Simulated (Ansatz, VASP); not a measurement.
**One calculation of Hf, two programs**

POSCAR

```
Hf
1.0
    3.1987335297      0.0000000000      0.0000000000
   -1.5993667648      2.7701844966      0.0000000000
    0.0000000000      0.0000000000      5.0505021987
Hf
2
Direct
    0.3333333333      0.6666666667      0.2500000000
    0.6666666667      0.3333333333      0.7500000000
```

INCAR.step1

```
  ALGO = Normal
  EDIFF = 1E-4
  ENCUT = 520
  GGA = PE
  ISMEAR = 0
  LASPH = True
  LCHARG = False
  LREAL = False
  LWAVE = True
  NBANDS = 17
  NELM = 80
  PREC = Accurate
  SIGMA = 0.03
```

INCAR.step2

```
  ALGO = Normal
  EDIFF = 1E-6
  ENCUT = 520
  ISIF = 2
  ISMEAR = 0
  ISTART = 1
  LASPH = True
  LCHARG = False
  LMIXTAU = True
  LREAL = False
  LWAVE = False
  METAGGA = R2SCAN
  NBANDS = 17
  NELM = 80
  PREC = Accurate
  SIGMA = 0.03
```

File KPOINTS:

```
k-points
0
Gamma
  11 11 6
```

Input for Ansatz:

```yaml
crystal:
  lattice:
    - [3.1987335297, 0.0, 0.0]
    - [-1.5993667648, 2.7701844966, 0.0]
    - [0.0, 0.0, 5.0505021987]
  atoms:
    - { symbol: Hf, position: [0.3333333333, 0.6666666667, 0.25] }
    - { symbol: Hf, position: [0.6666666667, 0.3333333333, 0.75] }
hamiltonian:
  xc: r2scan
  pseudopotentials:
    kind: paw
    azcp:
      Hf: "pseudopotentials/Hf.paw.azcp"
basis:
  ecutwfc: 500
  fft_grid_basis: typed
kpoints:
  mp_grid: { grid: [11, 11, 6], shift: [0, 0, 0] }
magnetization:
  spin_polarized: false
scf:
  occupations: { method: gaussian, width: 0.03 }
  lower_state_search: "off"
output:
  stress: true
```

Alike in both runs: task single point; functional r2SCAN; k mesh 11 × 11 × 6; occupations gaussian, width 0.03 eV; no spin polarisation.

```csv
,VASP,Ansatz
version,VASP 6.6.1,Ansatz 0.2.0
potentials or method,"VASP PAW PBE potentials, release 64 (Hf_pv), cutoff 520 eV","plane waves (500 eV) with PAW, scalar-relativistic"
valence electrons in the cell,20,52
```

```tsv
	VASP	Ansatz	Ansatz less VASP
pressure (GPa)	-0.6	0.0	+0.62
traceless stress, the component that is largest in VASP (GPa)	-0.07	0.07	+0.141
```

VASP's potentials were made for PBE, not for r2SCAN. VASP's potentials hold 20 valence electrons a cell and Ansatz's 52, so a difference there can come from the potentials and not from the codes.

Neither program's run includes spin-orbit coupling.
